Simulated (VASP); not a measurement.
# ZnS (F-43m) in VASP: notebook

ZnS is run at these levels: r2SCAN; tasks: phonons.

All numbers are computed with VASP 6.6.1; they aren't measurements. Logs are shortened: lines on timing, memory, paths and dates and some standing lists are left out, and cuts for length are marked.

## Step 1: The cell of the first run

Symmetry: F-43m, No. 216, cubic system. The conventional cell has a = 5.143 Å, b = 5.143 Å, c = 5.143 Å, α = 90.00°, β = 90.00°, γ = 90.00°. Within 2.9 Å of Zn (site symmetry -43m) lie 4 S at 2.23 Å. S (site symmetry -43m) has 4 Zn at 2.23 Å within 2.9 Å.

## Step 2: Phonons, r2SCAN

File INCAR:

```
SYSTEM = ZnS
PREC     = Accurate       ! precision mode
ENCUT    = 520            ! plane-wave cutoff, eV
EDIFF    = 1E-8           ! SCF threshold, eV
ISMEAR   = 0              ! smearing method
SIGMA    = 0.01           ! smearing width, eV
LREAL    = .FALSE.        ! projectors in reciprocal space
LASPH    = .TRUE.         ! aspherical terms in the spheres
NELM     = 60             ! most SCF steps
ALGO     = Normal         ! electronic algorithm
ISIF     = 2              ! what is computed and relaxed
LWAVE    = .FALSE.        ! write WAVECAR
LCHARG   = .FALSE.        ! write CHGCAR
METAGGA  = R2SCAN         ! meta-GGA
LMIXTAU  = .TRUE.       
NBANDS   = 16             ! bands
IBRION   = 6              ! ionic algorithm
NFREE    = 2            
POTIM    = 0.015          ! step
NSW      = 1              ! ionic steps
```

File KPOINTS:

```
Automatic mesh
0
G
  8 8 8
  0 0 0
```

File POSCAR:

```
ZnS
1.0
    2.5712570478      2.5712570478      0.0000000000
   -2.5712570478      2.5712570478      0.0000000000
    0.0000000000      2.5712570478      2.5712570478
Zn S
1 1
Direct
    0.7500000000      0.2500000000      0.5000000000
    0.0000000000      0.0000000000      0.0000000000
```

Potentials or basis: VASP PAW PBE potentials, release 64 (Zn, S).

Command:

```console
$ cat potpaw_PBE.64/Zn/POTCAR potpaw_PBE.64/S/POTCAR > POTCAR
$ mpirun -np 1 vasp_std > vasp.out
```

OUTCAR:

```text
SYSTEM = ZnS
   PREC = Accurate
   ENCUT = 520
   EDIFF = 1E-8
   ISMEAR = 0
   LREAL = .FALSE.
   LASPH = .TRUE.
   NELM = 60
   ISIF = 2
   METAGGA = R2SCAN
   IBRION = 6
   NFREE = 2
   POTIM = 0.015
   NSW = 1

 ion  position               nearest neighbor table
   1  0.750  0.250  0.500-   2 2.23   2 2.23   2 2.23   2 2.23
   2  0.000  0.000  0.000-   1 2.23   1 2.23   1 2.23   1 2.23

  LATTYP: Found a face centered cubic cell.
 ALAT       =     5.1425140956

  Lattice vectors:

 A1 = (   0.0000000000,   2.5712570478,   2.5712570478)
 A2 = (   2.5712570478,   0.0000000000,   2.5712570478)
 A3 = (   2.5712570478,   2.5712570478,   0.0000000000)

Analysis of symmetry for initial positions (statically):
=====================================================================
 Subroutine PRICEL returns:
 Original cell was already a primitive cell.

 Routine SETGRP: Setting up the symmetry group for a
 face centered cubic supercell.

 Subroutine GETGRP returns: Found 24 space group operations
 (whereof 24 operations were pure point group operations)
 out of a pool of 48 trial point group operations.

The static configuration has the point symmetry T_d .

Analysis of symmetry for dynamics (positions and initial velocities):
=====================================================================
 Subroutine PRICEL returns:
 Original cell was already a primitive cell.

 Routine SETGRP: Setting up the symmetry group for a
 face centered cubic supercell.

 Subroutine GETGRP returns: Found 24 space group operations
 (whereof 24 operations were pure point group operations)
 out of a pool of 48 trial point group operations.

The dynamic configuration has the point symmetry T_d .

 Subroutine INISYM returns: Found 24 space group operations
 (whereof 24 operations are pure point group operations),
 and found     1 'primitive' translations

----------------------------------------------------------------------------------------
[... 149 lines left out ...]
  -------------------------------------------------------------------------------------
  Total        3.2116084      3.2116084      3.2116084     -0.0000000      0.0000000     -0.0000000
  in kB      151.3445143    151.3445143    151.3445143     -0.0000000      0.0000000     -0.0000000
  external PRESSURE =     151.3445143 kB  Pullay stress =       0.0000000 kB
[... 131 lines left out ...]
--------------------------------------- Ionic step        5  -------------------------------------------

 number of electron      17.9999994 magnetization

 Free energy of the ion-electron system (eV)
  ---------------------------------------------------
  ext. energy  EPLUGINS =         0.00000000
  ---------------------------------------------------
  free energy    TOTEN  =       -18.65283365 eV

  energy without entropy =      -18.65283365  energy(sigma->0) =      -18.65283365

 E-fermi :   3.4698     XC(G=0): -11.0618

 val. band max:        3.3753030408   @ k =   0.0000   0.0000   0.0000
 cond. band min:       6.7186088185   @ k =   0.5000   0.5000   0.0000
 fundamental gap:      3.3433057777
 Fermi energy:         3.4698322543

 k-point     1 :       0.0000    0.0000    0.0000
  band No.  band energies     occupation
      1     -11.5099      2.00000
      2      -3.8897      2.00000
      3      -3.8738      2.00000
      4      -3.8576      2.00000
      5      -3.1194      2.00000
      6      -3.1192      2.00000
[... 433 lines left out ...]
      3      -3.6320      2.00000
      4      -3.2653      2.00000
      5      -3.1056      2.00000
      6      -2.7818      2.00000
[... 8 lines left out ...]
     15      18.0646      0.00000
     16      19.1707      0.00000

 [... further k-points ...]

------------------------ aborting loop because EDIFF is reached ----------------------------------------

  FORCE on cell =-STRESS in cart. coord.  units (eV):
  Direction    XX          YY          ZZ          XY          YZ          ZX
  --------------------------------------------------------------------------------------
  -------------------------------------------------------------------------------------
  Total        3.2117482      3.2156293      3.2156293      0.0000000      0.1798636      0.0000000
  in kB      151.3511053    151.5339969    151.5339969      0.0000000      8.4759326      0.0000000
  external PRESSURE =     151.4730330 kB  Pullay stress =       0.0000000 kB
[... 17 lines left out ...]
  FREE ENERGIE OF THE ION-ELECTRON SYSTEM (eV)
  ---------------------------------------------------
  free  energy   TOTEN  =       -18.6528336468 eV

  energy  without entropy=      -18.6528336468  energy(sigma->0) =      -18.65283365

 INTERNAL STRAIN TENSORS FROM DISPLACED ATOMS
 ============================================

 INTERNAL STRAIN TENSOR FOR ION    1 for displacements in x,y,z  (eV/Angst):
          X           Y           Z          XY          YZ          ZX
  --------------------------------------------------------------------------------
  x     0.00000    -0.00000    -0.00000    -0.00000    11.84555     0.00000
  y     0.00000     0.00000     0.00000     0.00000    -0.00000    11.84555
  z    -0.00000    -0.00000     0.00000    11.84555     0.00000     0.00000

 INTERNAL STRAIN TENSOR FOR ION    2 for displacements in x,y,z  (eV/Angst):
          X           Y           Z          XY          YZ          ZX
  --------------------------------------------------------------------------------
  x     0.00000     0.00000     0.00000     0.00000   -12.04048     0.00000
  y     0.00000     0.00000     0.00000     0.00000     0.00000   -12.04048
  z     0.00000     0.00000     0.00000   -12.04048     0.00000     0.00000

 Eigenvectors and eigenvalues of the dynamical matrix
 ----------------------------------------------------

   1 f  =   10.513529 THz    66.058453 2PiTHz  350.693589 cm-1    43.480444 meV
             X         Y         Z           dx          dy          dz
      1.285629  3.856886  1.285629    -0.000000    0.582876    0.000000
      0.000000  0.000000  0.000000     0.000000   -0.812561    0.000000
[... 21 lines left out ...]
   6 f/i=    0.119392 THz     0.750162 2PiTHz    3.982489 cm-1     0.493765 meV
             X         Y         Z           dx          dy          dz
      1.285629  3.856886  1.285629    -0.061675   -0.810217   -0.000000
      0.000000  0.000000  0.000000    -0.044241   -0.581195    0.000000

 ELASTIC MODULI CONTR FROM IONIC RELAXATION (kBar)
 Direction    XX          YY          ZZ          XY          YZ          ZX
 --------------------------------------------------------------------------------
 XX          -0.0000     -0.0000     -0.0000      0.0000      0.0000     -0.0000
 YY          -0.0000     -0.0000     -0.0000      0.0000      0.0000      0.0000
 ZZ          -0.0000     -0.0000     -0.0000     -0.0000      0.0000     -0.0000
 XY           0.0000      0.0000     -0.0000   -684.8575     -0.0000     -0.0000
 YZ           0.0000      0.0000      0.0000     -0.0000   -684.8575     -0.0000
 ZX          -0.0000      0.0000     -0.0000     -0.0000     -0.0000   -684.8575
 --------------------------------------------------------------------------------
```

Run time: 21 min. Hardware: 1 thread of Intel Xeon 8259CL, shared host; peak memory 0.23 GiB.

What came out:

```
Highest phonon frequency at Γ, LO-TO splitting left out : 351 cm⁻¹
```

Phonon frequencies in cm⁻¹ (negative: imaginary):
```
              q point           frequencies
(0.000, 0.000, 0.000)  -4 -4 -4 351 351 351
```

Caveat: the cell stands under pressure or tension, which shifts response properties; the PAW data sets were made with another functional, which shifts forces and pressure a little.

## Step 3: Phonons, r2SCAN

This run uses another cell than the first one, of 17.67 Å³/atom.

File INCAR:

```
SYSTEM = ZnS
  PREC = Accurate
  ENCUT = 520
  EDIFF = 1E-8
  ISMEAR = 0
  SIGMA = 0.01
  LREAL = .FALSE.
  LASPH = .TRUE.
  NELM = 100
  ALGO = Normal
  ISIF = 2
  LWAVE = .FALSE.
  LCHARG = .TRUE.
  METAGGA = R2SCAN
  LMIXTAU = .TRUE.
  NBANDS = 16
  IBRION = 6
  NFREE = 2
  POTIM = 0.015
  NSW = 1
```

File KPOINTS:

```
regular mesh
0
G
  8 8 8
  0 0 0
```

File POSCAR:

```
ZnS
1.0
    2.6047184253      2.6047184253      0.0000000000
   -2.6047184253      2.6047184253      0.0000000000
    0.0000000000      2.6047184253      2.6047184253
Zn S
1 1
Direct
    0.7500000000      0.2500000000      0.5000000000
    0.0000000000      0.0000000000      0.0000000000
```

Potentials or basis: VASP PAW PBE potentials, release 64 (Zn, S).

Command:

```console
$ cat potpaw_PBE.64/Zn/POTCAR potpaw_PBE.64/S/POTCAR > POTCAR
$ mpirun -np 1 vasp_std > vasp.out
```

OUTCAR:

```text
SYSTEM = ZnS
   PREC = Accurate
   ENCUT = 520
   EDIFF = 1E-8
   ISMEAR = 0
   LREAL = .FALSE.
   LASPH = .TRUE.
   NELM = 100
   ISIF = 2
   METAGGA = R2SCAN
   IBRION = 6
   NFREE = 2
   POTIM = 0.015
   NSW = 1

 ion  position               nearest neighbor table
   1  0.750  0.250  0.500-   2 2.26   2 2.26   2 2.26   2 2.26
   2  0.000  0.000  0.000-   1 2.26   1 2.26   1 2.26   1 2.26

  LATTYP: Found a face centered cubic cell.
 ALAT       =     5.2094368506

  Lattice vectors:

 A1 = (   0.0000000000,   2.6047184253,   2.6047184253)
 A2 = (   2.6047184253,   0.0000000000,   2.6047184253)
 A3 = (   2.6047184253,   2.6047184253,   0.0000000000)

Analysis of symmetry for initial positions (statically):
=====================================================================
 Subroutine PRICEL returns:
 Original cell was already a primitive cell.

 Routine SETGRP: Setting up the symmetry group for a
 face centered cubic supercell.

 Subroutine GETGRP returns: Found 24 space group operations
 (whereof 24 operations were pure point group operations)
 out of a pool of 48 trial point group operations.

The static configuration has the point symmetry T_d .

Analysis of symmetry for dynamics (positions and initial velocities):
=====================================================================
 Subroutine PRICEL returns:
 Original cell was already a primitive cell.

 Routine SETGRP: Setting up the symmetry group for a
 face centered cubic supercell.

 Subroutine GETGRP returns: Found 24 space group operations
 (whereof 24 operations were pure point group operations)
 out of a pool of 48 trial point group operations.
[... 300 lines left out ...]
  free energy    TOTEN  =       -18.75781199 eV

  energy without entropy =      -18.75781199  energy(sigma->0) =      -18.75781199

 E-fermi :   3.0898     XC(G=0): -10.8543

 val. band max:        2.9492523213   @ k =   0.0000   0.0000   0.0000
 cond. band min:       6.1426073830   @ k =   0.0000   0.0000   0.0000
 fundamental gap:      3.1933550617
 Fermi energy:         3.0898130534

 k-point     1 :       0.0000    0.0000    0.0000
  band No.  band energies     occupation
      1     -11.5993      2.00000
      2      -4.0944      2.00000
      3      -4.0797      2.00000
      4      -4.0648      2.00000
      5      -3.3819      2.00000
      6      -3.3818      2.00000
[... 433 lines left out ...]
      3      -3.8508      2.00000
      4      -3.4961      2.00000
      5      -3.3685      2.00000
      6      -3.0587      2.00000
[... 8 lines left out ...]
     15      17.5013      0.00000
     16      18.5266      0.00000

 [... further k-points ...]

------------------------ aborting loop because EDIFF is reached ----------------------------------------

  FORCE on cell =-STRESS in cart. coord.  units (eV):
  Direction    XX          YY          ZZ          XY          YZ          ZX
  --------------------------------------------------------------------------------------
  -------------------------------------------------------------------------------------
  Total        2.2170159      2.2202784      2.2202784      0.0000000      0.1499909      0.0000000
  in kB      100.5002288    100.6481205    100.6481205      0.0000000      6.7992857      0.0000000
  external PRESSURE =     100.5988233 kB  Pullay stress =       0.0000000 kB
[... 17 lines left out ...]
  FREE ENERGIE OF THE ION-ELECTRON SYSTEM (eV)
  ---------------------------------------------------
  free  energy   TOTEN  =       -18.7578119941 eV

  energy  without entropy=      -18.7578119941  energy(sigma->0) =      -18.75781199

 INTERNAL STRAIN TENSORS FROM DISPLACED ATOMS
 ============================================

 INTERNAL STRAIN TENSOR FOR ION    1 for displacements in x,y,z  (eV/Angst):
          X           Y           Z          XY          YZ          ZX
  --------------------------------------------------------------------------------
  x    -0.00000     0.00000     0.00000     0.00000    10.37508     0.00000
  y     0.00000    -0.00000     0.00000     0.00000     0.00000    10.37508
  z     0.00000     0.00000    -0.00000    10.37508     0.00000     0.00000

 INTERNAL STRAIN TENSOR FOR ION    2 for displacements in x,y,z  (eV/Angst):
          X           Y           Z          XY          YZ          ZX
  --------------------------------------------------------------------------------
  x     0.00000    -0.00000    -0.00000     0.00000   -10.05442    -0.00000
  y    -0.00000     0.00000    -0.00000    -0.00000     0.00000   -10.05442
  z    -0.00000    -0.00000     0.00000   -10.05442    -0.00000     0.00000

 Eigenvectors and eigenvalues of the dynamical matrix
 ----------------------------------------------------

   1 f  =    9.849663 THz    61.887256 2PiTHz  328.549381 cm-1    40.734913 meV
             X         Y         Z           dx          dy          dz
      1.302359  3.907078  1.302359     0.582600    0.000000    0.000000
      0.000000  0.000000  0.000000    -0.812759   -0.000000    0.000000
[... 21 lines left out ...]
   6 f/i=    0.108508 THz     0.681778 2PiTHz    3.619450 cm-1     0.448754 meV
             X         Y         Z           dx          dy          dz
      1.302359  3.907078  1.302359     0.000000    0.000000   -0.812759
      0.000000  0.000000  0.000000    -0.000000    0.000000   -0.582600

 ELASTIC MODULI CONTR FROM IONIC RELAXATION (kBar)
 Direction    XX          YY          ZZ          XY          YZ          ZX
 --------------------------------------------------------------------------------
 XX          -0.0000      0.0000      0.0000     -0.0000      0.0000     -0.0000
 YY           0.0000     -0.0000      0.0000     -0.0000     -0.0000      0.0000
 ZZ           0.0000      0.0000     -0.0000      0.0000     -0.0000     -0.0000
 XY          -0.0000     -0.0000      0.0000   -549.5287     -0.0000     -0.0000
 YZ           0.0000     -0.0000     -0.0000     -0.0000   -549.5287     -0.0000
 ZX          -0.0000      0.0000     -0.0000     -0.0000     -0.0000   -549.5287
 --------------------------------------------------------------------------------
```

OSZICAR:

```text
N       E                     dE             d eps       ncg     rms          rms(c)
DAV:   1     0.715754032090E+02    0.71575E+02   -0.89474E+03   928   0.140E+03
DAV:   2    -0.165646834321E+02   -0.88140E+02   -0.82784E+02  1088   0.269E+02
DAV:   3    -0.217532797751E+02   -0.51886E+01   -0.51674E+01  1144   0.624E+01
[... 73 lines left out ...]
DAV:   6    -0.187577979540E+02   -0.20556E-04   -0.63637E-05  3184   0.580E-02    0.124E-02
DAV:   7    -0.187578103961E+02   -0.12442E-04   -0.53970E-06  3544   0.165E-02    0.491E-03
DAV:   8    -0.187578113401E+02   -0.94396E-06   -0.94501E-07  3504   0.840E-03    0.117E-03
DAV:   9    -0.187578120101E+02   -0.67000E-06   -0.37741E-07  3536   0.497E-03    0.140E-03
DAV:  10    -0.187578119871E+02    0.22938E-07   -0.18855E-08  3712   0.136E-03    0.133E-03
DAV:  11    -0.187578119941E+02   -0.70245E-08   -0.37108E-09  2536   0.606E-04
   5 F= -.18757812E+02 E0= -.18757812E+02  d E =-.172666E-90
```

Wall time 21 min (1 thread of Intel Xeon 8259CL, shared host); peak memory 0.23 GiB.

Results:

```
Highest phonon frequency at Γ, LO-TO splitting left out : 329 cm⁻¹
```

Phonon frequencies in cm⁻¹ (negative: imaginary):
| q point | frequencies |
| --- | --- |
| (0.000, 0.000, 0.000) | -4 -4 -4 329 329 329 |

Caveat: the cell stands under pressure or tension, which shifts response properties; the PAW data sets were made with another functional, which shifts forces and pressure a little.
